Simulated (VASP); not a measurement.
Set up this calculation in VASP 6.6.1, as the native input.

```yaml
Task: single point
Functional: LDA
Potentials_or_basis: VASP PAW LDA potentials, release 64 (Cd, Se)
Cutoff: 520 eV
k_mesh: 6 × 6 × 6
Occupations: gaussian, width 0.01 eV
Spin: no spin polarisation
Dipole_correction: no
Further_INCAR_settings: ALGO = Normal; EDIFF = 1e-06; NBANDS = 16
```

The structure of CdSe lies in POSCAR:

```
CdSe
1.0
    2.9439138029      2.9439138029      0.0000000000
   -2.9439138029      2.9439138029      0.0000000000
    0.0000000000      2.9439138029      3.0905083286
Cd Se
1 1
Direct
    0.0000000000      0.0000000000      0.0000000000
    0.7500000000      0.2500000000      0.5000000000
```

This cell differs from its parent crystal: in-plane strain -0.02, then relaxed in part.

These files were run (other wordings do the same):

INCAR

```
SYSTEM = CdSe
PREC = Accurate
ENCUT = 520
EDIFF = 1E-6
ISMEAR = 0
SIGMA = 0.01
LREAL = .False.
LASPH = .True.
NELM = 100
ALGO = Normal
ISIF = 2
LWAVE = .False.
LCHARG = .True.
LELF = .True.
LVHAR = .True.
NBANDS = 16
```

KPOINTS

```
regular mesh
0
Gamma
  6 6 6
  0 0 0
```

Potentials or basis: VASP PAW LDA potentials, release 64 (Cd, Se).

Command:

```console
$ cat potpaw_LDA.64/Cd/POTCAR potpaw_LDA.64/Se/POTCAR > POTCAR
$ mpirun -np 1 vasp_std > vasp.out
```

It gave:

```json
{
  "Pressure": "1.2 GPa",
  "Band gap on the k mesh": "0.40 eV, direct"
}
```

Caveat: the cell differs from its parent crystal (in-plane strain -0.02, then relaxed in part).

Wall time 7.5 s on 1 thread of Intel(R) Xeon(R) 6975P-C (Granite Rapids), with other jobs on the host, peak memory 0.16 GiB.
